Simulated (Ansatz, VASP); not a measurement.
## Two plane-wave programs on Ta

File INCAR:

```
SYSTEM = Ta
ALGO = Fast ; EDIFF = 1E-6
ENCUT = 520 ; GGA = PE
ISIF = 2 ; ISMEAR = 0
LASPH = .True. ; LCHARG = .True.
LELF = .True. ; LREAL = .False.
LVHAR = .True. ; LWAVE = .False.
NBANDS = 18 ; NELM = 60
PREC = Accurate ; SIGMA = 0.1
```

KPOINTS

```
k-points
0
Gamma
  16 16 16
  0 0 0
```

POSCAR

```
Ta
1.0
    3.3190623908      0.0000000000      0.0000000000
    0.0000000000      3.3190623908      0.0000000000
    0.0000000000      0.0000000000      3.1862998951
Ta
2
Direct
    0.0000000000      0.0000000000      0.0000000000
    0.5000000000      0.5000000000      0.5000000000
```

Input for Ansatz:

```yaml
crystal:
  lattice:
    - [3.3190623908, 0.0, 0.0]
    - [0.0, 3.3190623908, 0.0]
    - [0.0, 0.0, 3.1862998951]
  atoms:
    - { symbol: Ta, position: [0.0, 0.0, 0.0] }
    - { symbol: Ta, position: [0.5, 0.5, 0.5] }
basis:
  ecutwfc: 420
kpoints:
  mp_grid: { grid: [16, 16, 16] }
hamiltonian:
  xc: pbe
scf:
  occupations: { method: gaussian, width: 0.1 }
output:
  forces: true
  stress: true
  eigenvalues: true
```

Change from the starting cell: strain along c alone, the other axes held, atoms relaxed: -4.0 %.

Alike in both runs: task single point; functional PBE; k mesh 16 × 16 × 16; occupations gaussian, width 0.1 eV; no spin polarisation.

|  | VASP | Ansatz |
| --- | --- | --- |
| version | VASP 6.6.1 | Ansatz 0.2.0 |
| potentials or method | VASP PAW PBE potentials, release 64 (Ta_pv), cutoff 520 eV | scalar-relativistic, plane waves, PAW |
| valence electrons in the cell | 22 | 26 |

|  | VASP | Ansatz | Ansatz less VASP |
| --- | --- | --- | --- |
| gap on the k mesh at the Fermi level (eV) | none | none | - |
| pressure (GPa) | 9.0 | 8.8 | -0.15 |
| traceless stress, the component that is largest in VASP (GPa) | 3.19 | 3.20 | +0.008 |

A gap of «none» marks a metal or a gap that the smearing closes. VASP's potentials hold 22 valence electrons a cell and Ansatz's 26, so a difference there can come from the potentials and not from the codes.

Spin-orbit coupling is off throughout.
